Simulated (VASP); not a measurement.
# C in VASP: further runs

The runs below take C through relaxation of the atoms, molecular dynamics, with PBE+D3(BJ).

Program: VASP 6.6.1. These are calculated values, not measurements. Logs are shortened: lines on timing, memory, paths and dates and some standing lists are left out, and cuts for length are marked.

### Step 1. The cell of the first run

The cell holds a slab with vacuum, 18 atoms: a = 7.398 Å, b = 7.398 Å, c = 11.000 Å, α = 90.00°, β = 90.00°, γ = 120.00°.

### Step 2. Relaxation of the atoms, PBE+D3(BJ)

File INCAR:

```
ALGO = Normal
EDIFF = 1E-6
EDIFFG = -0.08
ENCUT = 520
GGA = PE
IBRION = 2
ISIF = 2
ISMEAR = -1
IVDW = 12
LASPH = T
LCHARG = F
LREAL = Auto
LWAVE = F
NELM = 100
NSW = 45
PREC = Accurate
SIGMA = 0.05
```

File KPOINTS:

```
k-points
0
Gamma
  2 2 1
```

File POSCAR:

```
C
1.0
    7.3980000000      0.0000000000      0.0000000000
   -3.6990000000      6.4068560000      0.0000000000
    0.0000000000      0.0000000000     11.0000000000
C
18
Direct
    0.0000000000      0.0000000000      0.0909091000
    0.2222222000      0.1111111000      0.0909091000
    0.0000000000      0.3333333000      0.0909091000
    0.2222222000      0.4444444000      0.0909091000
    0.0000000000      0.6666667000      0.0909091000
    0.2222222000      0.7777778000      0.0909091000
    0.3333333000      0.0000000000      0.0909091000
    0.5555556000      0.1111111000      0.0909091000
    0.3333333000      0.3333333000      0.0909091000
    0.5555556000      0.4444444000      0.0909091000
    0.3333333000      0.6666667000      0.0909091000
    0.5555556000      0.7777778000      0.0909091000
    0.6666667000      0.0000000000      0.0909091000
    0.8888889000      0.1111111000      0.0909091000
    0.6666667000      0.3333333000      0.0909091000
    0.8888889000      0.4444444000      0.0909091000
    0.6666667000      0.6666667000      0.0909091000
    0.8888889000      0.7777778000      0.0909091000
```

Potentials or basis: VASP PAW PBE potentials, release 64 (C).

Launch:

```
> cat potpaw_PBE.64/C/POTCAR > POTCAR
> mpirun -np 1 vasp_std > vasp.out
```

OUTCAR:

```text
EDIFF = 1E-6
   EDIFFG = -0.08
   ENCUT = 520
   GGA = PE
   IBRION = 2
   ISIF = 2
   ISMEAR = -1
   IVDW = 12
   LASPH = T
   LREAL = Auto
   NELM = 100
   NSW = 45
   PREC = Accurate
 IVDW          = 12

 ion  position               nearest neighbor table
   1  0.000  0.000  0.091-   2 1.42  14 1.42  18 1.42
   2  0.222  0.111  0.091-   1 1.42   7 1.42   9 1.42
   3  0.000  0.333  0.091-   4 1.42  16 1.42  14 1.42
   4  0.222  0.444  0.091-   3 1.42   9 1.42  11 1.42
   5  0.000  0.667  0.091-   6 1.42  18 1.42  16 1.42
   6  0.222  0.778  0.091-   5 1.42  11 1.42   7 1.42
[... 10 lines left out ...]
  17  0.667  0.667  0.091-  18 1.42  12 1.42  10 1.42
  18  0.889  0.778  0.091-  17 1.42   5 1.42   1 1.42

  LATTYP: Found a hexagonal cell.
 ALAT       =     7.3980000000
 C/A-ratio  =     1.4868883482

  Lattice vectors:

 A1 = (   7.3980000000,   0.0000000000,   0.0000000000)
 A2 = (  -3.6990000000,   6.4068560000,   0.0000000000)
 A3 = (   0.0000000000,   0.0000000000,  11.0000000000)

Analysis of symmetry for initial positions (statically):
=====================================================================
 Subroutine PRICEL returns following result:

  LATTYP: Found a hexagonal cell.
 ALAT       =     2.4659997534
 C/A-ratio  =     4.4606654907

  Lattice vectors:

 A1 = (   2.4659997534,   0.0000000000,   0.0000000000)
 A2 = (  -1.2329998767,   2.1356184531,   0.0000000000)
 A3 = (   0.0000000000,   0.0000000000,  11.0000000000)

   9 primitive cells build up your supercell.

 Routine SETGRP: Setting up the symmetry group for a
 hexagonal supercell.

 Subroutine GETGRP returns: Found 24 space group operations
 (whereof  6 operations were pure point group operations)
 out of a pool of 24 trial point group operations.

The static configuration has the point symmetry C_3v.
 The point group associated with its full space group is D_6h.

Analysis of symmetry for dynamics (positions and initial velocities):
=====================================================================
 Subroutine PRICEL returns following result:

  LATTYP: Found a hexagonal cell.
 ALAT       =     2.4659997534
 C/A-ratio  =     4.4606654907

  Lattice vectors:

 A1 = (   2.4659997534,   0.0000000000,   0.0000000000)
 A2 = (  -1.2329998767,   2.1356184531,   0.0000000000)
 A3 = (   0.0000000000,   0.0000000000,  11.0000000000)

   9 primitive cells build up your supercell.

 Routine SETGRP: Setting up the symmetry group for a
 hexagonal supercell.

 Subroutine GETGRP returns: Found 24 space group operations
 (whereof  6 operations were pure point group operations)
 out of a pool of 24 trial point group operations.

The dynamic configuration has the point symmetry C_3v.
 The point group associated with its full space group is D_6h.

 Subroutine INISYM returns: Found 24 space group operations
 (whereof  6 operations are pure point group operations),
 and found     9 'primitive' translations

----------------------------------------------------------------------------------------

                                     Primitive cell

  volume of cell :      57.9308

  direct lattice vectors                    reciprocal lattice vectors
     2.465999753  0.000000000  0.000000000     0.405515045  0.234124218  0.000000000
    -1.232999877  2.135618453  0.000000000     0.000000000  0.468248436  0.000000000
     0.000000000  0.000000000 11.000000000     0.000000000  0.000000000  0.090909091

  length of vectors
     2.465999753  2.465999772 11.000000000     0.468248439  0.468248436  0.090909091

  position of ions in fractional coordinates (direct lattice)
     0.000000000  0.000000000  0.090909100
     0.666666967  0.333333333  0.090909100

  ion indices of the primitive-cell ions
   primitive index   ion index
                 1           1
                 2          14

----------------------------------------------------------------------------------------

 KPOINTS: k-points

Automatic generation of k-mesh.
 Grid dimensions read from file:
 generate k-points for:    2    2    1

 Generating k-lattice:

  Cartesian coordinates                     Fractional coordinates (reciprocal lattice)
     0.067585834  0.039020699  0.000000000     0.500000000 -0.000000000  0.000000000
     0.000000000  0.078041398  0.000000000     0.000000000  0.500000000  0.000000000
     0.000000000  0.000000000  0.090909091     0.000000000  0.000000000  1.000000000

  Length of vectors
     0.078041399  0.078041398  0.090909091

  Shift w.r.t. Gamma in fractional coordinates (k-lattice)
     0.000000000  0.000000000  0.000000000

 Subroutine IBZKPT returns following result:
 ===========================================

 Found      2 irreducible k-points:

 Following reciprocal coordinates:
            Coordinates               Weight
  0.000000  0.000000  0.000000      1.000000
  0.500000 -0.000000  0.000000      3.000000
   k-points           NKPTS =      2   k-points in BZ     NKDIM =      2   number of bands    NBANDS=     46
   number of dos      NEDOS =    301   number of ions     NIONS =     18
   total plane-waves  NPLWV = 263424
   dimension x,y,z NGX =    56 NGY =   56 NGZ =   84
   dimension x,y,z NGXF=   112 NGYF=  112 NGZF=  168
   ions per type =              18
   NGX,Y,Z   is equivalent  to a cutoff of  12.58, 12.58, 12.70 a.u.
   NGXF,Y,Z  is equivalent  to a cutoff of  25.17, 25.17, 25.39 a.u.
 SYSTEM =  unknown system
   PREC   = accura    normal or accurate (medium, high low for compatibility)
   ISTART =      0    job   : 0-new  1-cont  2-samecut
   ICHARG =      2    charge: 1-file 2-atom 10-const
   ISPIN  =      1    spin polarized calculation?
   LNONCOLLINEAR =      F non collinear calculations
   LSORBIT =      F    spin-orbit coupling
   LASPH  =      T    aspherical Exc in radial PAW
   ENCUT  =  520.0 eV  38.22 Ry    6.18 a.u.  13.76 13.76 20.45*2*pi/ulx,y,z
   NELM   =    100;   NELMIN=  2; NELMDL= -5     # of ELM steps
   EDIFF  = 0.1E-05   stopping-criterion for ELM
   LREAL  =      T    real-space projection
   EDIFFG = -.8E-01   stopping-criterion for IOM
   NSW    =     45    number of steps for IOM
   IBRION =      2    ionic relax: 0-MD 1-quasi-New 2-CG
   NFREE  =      1    steps in history (QN), initial steepest desc. (CG)
   ISIF   =      2    stress and relaxation
   ISYM   =      2    0-nonsym 1-usesym 2-fastsym
   POTIM  = 0.5000    time-step for ionic-motion
   TEBEG  =    0.0;   TEEND  =   0.0 temperature during run
   PSTRESS=    0.0 pullay stress
   NELECT =      72.0000    total number of electrons
   NUPDOWN=      -1.0000    fix difference up-down
   EMIN   =  10.00;   EMAX   =-10.00  energy-range for DOS
   EFERMI =   0.00;   METHOD = LEGACY
   ISMEAR =    -1;   SIGMA  =   0.05  broadening in eV -4-tet -1-fermi 0-gaus
   EFERMI_NEDOS =   21; number of points for ismear=-14 and -15
   IALGO  =     38    algorithm
   IMIX   =      4    mixing-type and parameters
     AMIX     =   0.40;   BMIX     =  1.00
     AMIX_MAG =   1.60;   BMIX_MAG =  1.00
  volume/ion in A,a.u.               =      28.97       195.47
  Fermi-wavevector in a.u.,A,eV,Ry     =   0.846191  1.599069  9.742302  0.716039
  Thomas-Fermi vector in A             =   1.961499
   LORBIT       =      0    0 simple, 1 ext, 2 COOP (PROOUT), +10 PAW based schemes
   GGA     = PE    functional components
   LHFCALC =     F    Hartree Fock is set to
   AEXX    =    0.0000 exact exchange contribution
   IVDW    =    12    specifies the selected vdW correction
   LEPSILON=     F    determine dielectric tensor
   LRPA    =     F    only Hartree local field effects (RPA)
 conjugate gradient relaxation of ions
 non-spin polarized calculation
  energy-cutoff  :      520.00
  volume of cell :      521.38
 maximum number of plane-waves:     14099
 NGX is ok and might be reduce to    56
   NGX = 27   NGY = 27   NGZ = 41

 number of electron      72.0000001 magnetization

 Free energy of the ion-electron system (eV)
  ---------------------------------------------------
  ext. energy  EPLUGINS =         0.00000000
  ---------------------------------------------------
  free energy    TOTEN  =      -165.62693439 eV

  energy without entropy =     -165.55761967  energy(sigma->0) =     -165.59227703

 E-fermi :  -1.5125     XC(G=0):  -3.8883

 val. band max:       -1.5125500884   @ k =   0.0000   0.0000   0.0000
 cond. band min:      -1.5125473712   @ k =   0.0000   0.0000   0.0000
 fundamental gap:      0.0000027172
 Fermi energy:        -1.5125487058

 k-point     1 :       0.0000    0.0000    0.0000
  band No.  band energies     occupation
      1     -21.0349      2.00000
      2     -18.4506      2.00000
      3     -18.4506      2.00000
      4     -18.4506      2.00000
      5     -18.4505      2.00000
      6     -18.4505      2.00000
[... 38 lines left out ...]
     45       3.3944      0.00000
     46       3.3944      0.00000

 k-point     2 :       0.5000   -0.0000    0.0000
  band No.  band energies     occupation
      1     -20.3805      2.00000
      2     -20.3805      2.00000
      3     -19.0881      2.00000
      4     -19.0881      2.00000
      5     -16.6041      2.00000
      6     -16.6041      2.00000
[... 38 lines left out ...]
     45       3.8615      0.00000
     46       4.3367      0.00000

------------------------ aborting loop because EDIFF is reached ----------------------------------------

 Edisp (eV)   -1.60531

 E8    (eV) :    -0.4993

  FORCE on cell =-STRESS in cart. coord.  units (eV):
  Direction    XX          YY          ZZ          XY          YZ          ZX
  --------------------------------------------------------------------------------------
  -------------------------------------------------------------------------------------
  Total       1.09848     1.09848    -0.12909     0.00000     0.00000     0.00000
  in kB       3.37560     3.37560    -0.39670     0.00000     0.00000     0.00000
  external pressure =        2.12 kB  Pullay stress =        0.00 kB

 VOLUME and BASIS-vectors are now :
 -----------------------------------------------------------------------------
  energy-cutoff  :      520.00
  volume of cell :      521.38
      direct lattice vectors                 reciprocal lattice vectors
     7.398000000  0.000000000  0.000000000     0.135171668  0.078041398  0.000000000
    -3.699000000  6.406856000  0.000000000     0.000000000  0.156082796  0.000000000
     0.000000000  0.000000000 11.000000000     0.000000000  0.000000000  0.090909091

 POSITION                                       TOTAL-FORCE (eV/Angst)
 -----------------------------------------------------------------------------------
      0.00000      0.00000      1.00000         0.000000     -0.000000     -0.000000
      1.23300      0.71187      1.00000         0.000000      0.000000      0.000000
     -1.23300      2.13562      1.00000        -0.000000     -0.000000     -0.000000
     -0.00000      2.84749      1.00000        -0.000000      0.000000     -0.000000
     -2.46600      4.27124      1.00000        -0.000000     -0.000000      0.000000
     -1.23300      4.98311      1.00000        -0.000000      0.000000      0.000000
[... 10 lines left out ...]
      2.46600      4.27124      1.00000         0.000000     -0.000000      0.000000
      3.69900      4.98311      1.00000        -0.000000      0.000000     -0.000000
 -----------------------------------------------------------------------------------
    total drift:                               -0.000210      0.000121     -0.000070

  FREE ENERGIE OF THE ION-ELECTRON SYSTEM (eV)
  ---------------------------------------------------
  free  energy   TOTEN  =      -167.2322421331 eV

  energy  without entropy=     -167.1629274150  energy(sigma->0) =     -167.19758477

 reached required accuracy - stopping structural energy minimisation
```

It took 53 s on 1 thread of Intel Xeon 6975P-C (Granite Rapids), shared host; peak memory 0.51 GiB.

What came out:

* Free energy: -167.2322 eV
* Band gap on the k mesh: zero (filled and empty bands touch)
* Dispersion energy per atom: -0.089 eV

Final structure:
```
C
1.0
     7.39800    0.00000    0.00000
    -3.69900    6.40686    0.00000
     0.00000    0.00000   11.00000
C
18
Direct
  0.00000 0.00000 0.09091
  0.22222 0.11111 0.09091
  0.00000 0.33333 0.09091
  0.22222 0.44444 0.09091
  0.00000 0.66667 0.09091
  0.22222 0.77778 0.09091
  0.33333 0.00000 0.09091
  0.55556 0.11111 0.09091
  0.33333 0.33333 0.09091
  0.55556 0.44444 0.09091
  0.33333 0.66667 0.09091
  0.55556 0.77778 0.09091
  0.66667 0.00000 0.09091
  0.88889 0.11111 0.09091
  0.66667 0.33333 0.09091
  0.88889 0.44444 0.09091
  0.66667 0.66667 0.09091
  0.88889 0.77778 0.09091
```

Caveat: the k points lie up to 0.49 Å⁻¹ apart; there is no dipole correction, which matters where the two faces differ.

(Part 1 of 2 ends here.)
